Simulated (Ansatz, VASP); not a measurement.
**InP: VASP beside Ansatz**

The input INCAR:

```
SYSTEM = InP
PREC = Accurate
ENCUT = 520
EDIFF = 1E-6
ISMEAR = 0
SIGMA = 0.15
LREAL = .FALSE.
LASPH = .TRUE.
NELM = 60
ALGO = Normal
ISIF = 2
LWAVE = .FALSE.
LCHARG = .FALSE.
GGA = PE
NBANDS = 16
```

The input KPOINTS:

```
regular mesh
0
G
  18 18 18
  0 0 0
```

POSCAR

```
InP
1.0
    0.0000000000      2.8532652270      2.6870556022
    2.8532652270      0.0000000000      2.6870556022
    2.8532652270      2.8532652270      0.0000000000
In P
1 1
Direct
    0.0000000000      0.0000000000      0.0000000000
    0.5000000000      0.5000000000      0.5000000000
```

Input for Ansatz:

```yaml
crystal:
  lattice:
    - [0.0, 2.853265227, 2.6870556022]
    - [2.853265227, 0.0, 2.6870556022]
    - [2.853265227, 2.853265227, 0.0]
  atoms:
    - { symbol: In, position: [0.0, 0.0, 0.0] }
    - { symbol: P, position: [0.5, 0.5, 0.5] }
basis:
  ecutwfc: 420
kpoints:
  mp_grid: { grid: [18, 18, 18] }
hamiltonian:
  xc: pbe
scf:
  occupations: { method: gaussian, width: 0.15 }
output:
  forces: true
  stress: true
  eigenvalues: true
```

Change from the starting cell: strain +0.030 along x and y, -0.030 along z, atoms carried along.

Alike in both runs: task single point; functional PBE; k mesh 18 × 18 × 18; occupations gaussian, width 0.15 eV; no spin polarisation.

|  | VASP | Ansatz |
| --- | --- | --- |
| version | VASP 6.6.1 | Ansatz 0.2.0 |
| potentials or method | VASP PAW PBE potentials, release 64 (In_d, P), cutoff 520 eV | scalar-relativistic, plane waves, PAW |
| valence electrons in the cell | 18 | 18 |

|  | VASP | Ansatz | Ansatz less VASP |
| --- | --- | --- | --- |
| gap on the k mesh at the Fermi level (eV) | none | none | - |
| pressure (GPa) | -1.5 | -1.5 | +0.05 |
| traceless stress, the component that is largest in VASP (GPa) | 4.15 | 4.17 | +0.023 |

A gap of «none» marks a metal or a gap that the smearing closes.
